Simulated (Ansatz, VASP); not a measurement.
# Ti: VASP beside Ansatz

INCAR

```
PREC = Accurate ; ENCUT = 600
EDIFF = 1E-7 ; ISMEAR = 0
SIGMA = 0.1 ; LREAL = F
LASPH = T ; NELM = 80
ALGO = Fast ; ISIF = 3
LWAVE = F ; LCHARG = F
GGA = PS ; IBRION = 2
NSW = 100 ; EDIFFG = -0.01
```

File KPOINTS:

```
Automatic mesh
0
Gamma
  24 24 22
```

The input POSCAR:

```
Ti
1.0
    2.7753562304      0.0000000000      0.0000000000
   -1.3876781152      2.4035290001      0.0000000000
    0.0000000000      0.0000000000      2.5932234778
Ti
1
Direct
    0.0000000000      0.0000000000      0.0000000000
```

Input for Ansatz:

```yaml
crystal:
  lattice:
    - [2.7753562304, 0.0, 0.0]
    - [-1.3876781152, 2.4035290001, 0.0]
    - [0.0, 0.0, 2.5932234778]
  atoms:
    - { symbol: Ti, position: [0.0, 0.0, 0.0] }
basis:
  ecutwfc: 420
kpoints:
  mp_grid: { grid: [24, 24, 22] }
hamiltonian:
  xc: pbesol
scf:
  occupations: { method: gaussian, width: 0.1 }
output:
  forces: true
  stress: true
  eigenvalues: true
relax:
  adjacent_minimum: "off"
  f_tol: 0.01
  max_steps: 80
  cell: { stress_tol: 0.05 }
```

Alike in both runs: task relaxation of cell and atoms; functional PBEsol; k mesh 24 × 24 × 22; occupations gaussian, width 0.1 eV; no spin polarisation.

```csv
,VASP,Ansatz
version,VASP 6.6.1,Ansatz 0.2.0
potentials or method,"VASP PAW PBE potentials, release 64 (Ti_sv), cutoff 600 eV","scalar-relativistic, plane waves, PAW"
valence electrons in the cell,12,12
```

Ansatz gave:

```
gap on the k mesh at the Fermi level, each at its own relaxed structure (eV) : none
relaxed volume (Å³/atom)                                                     : 16.89
relaxed cell length with the largest relative difference (Å)                 : 2.689
```

**Question.** Which values does VASP return?

**Answer.** gap on the k mesh at the Fermi level, each at its own relaxed structure (eV): none; relaxed volume (Å³/atom): 16.85; relaxed cell length with the largest relative difference (Å): 2.686.

VASP's potentials were made for PBE, not for PBEsol. A gap of «none» marks a metal or a gap that the smearing closes.
